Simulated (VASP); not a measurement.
A run of VASP 6.6.1 is set up as follows.

File INCAR:

```
PREC = Accurate
ENCUT = 600
EDIFF = 1E-7
ISMEAR = 0
SIGMA = 0.1
LREAL = F
LASPH = T
NELM = 80
ALGO = Normal
ISIF = 3
LWAVE = F
LCHARG = F
GGA = PE
IBRION = 2
NSW = 80
EDIFFG = -0.001
```

KPOINTS

```
regular mesh
0
Gamma
  8 8 4
```

POSCAR

```
Cd4Se
1.0
    4.2395342960      0.0000000000      0.0000000000
    0.0000000000      4.2395342960      0.0000000000
    0.0000000000      0.0000000000      7.8446135152
Cd Se
4 1
Direct
    0.5000000000      0.0000000000      0.7839837964
    0.0000000000      0.5000000000      0.2160162036
    0.0000000000      0.0000000000      0.5000000000
    0.5000000000      0.5000000000      0.5000000000
    0.0000000000      0.0000000000      0.0000000000
```

Potentials or basis: VASP PAW PBE potentials, release 64 (Cd, Se).

The run is started by

```sh
$ cat potpaw_PBE.64/Cd/POTCAR potpaw_PBE.64/Se/POTCAR > POTCAR
$ mpirun -np 1 vasp_std > vasp.out
```

Task: What does it give for the relaxed volume?

Result: 28.33 Å³/atom.

Task: What does it give for the relaxed cell?

Result: a = 4.247 Å, b = 4.247 Å, c = 7.852 Å, α = 90.00°, β = 90.00°, γ = 90.00°.

Task: Predict the space group after relaxing (to 0.1 Å).

Result: P-4m2 (No. 115).

Task: Predict the band gap on the k mesh.

Result: Zero (bands 27 and 28 overlap by 3.29 eV).

Final structure:
```xyz
5
Lattice="4.2472 0.0000 0.0000 0.0000 4.2472 0.0000 0.0000 0.0000 7.8523" Properties=species:S:1:pos:R:3 pbc="T T T"
Cd    2.1236    0.0000    6.1558
Cd    4.2472    2.1236    1.6965
Cd    0.0000    0.0000    3.9261
Cd    2.1236    2.1236    3.9261
Se    0.0000    0.0000    0.0000
```
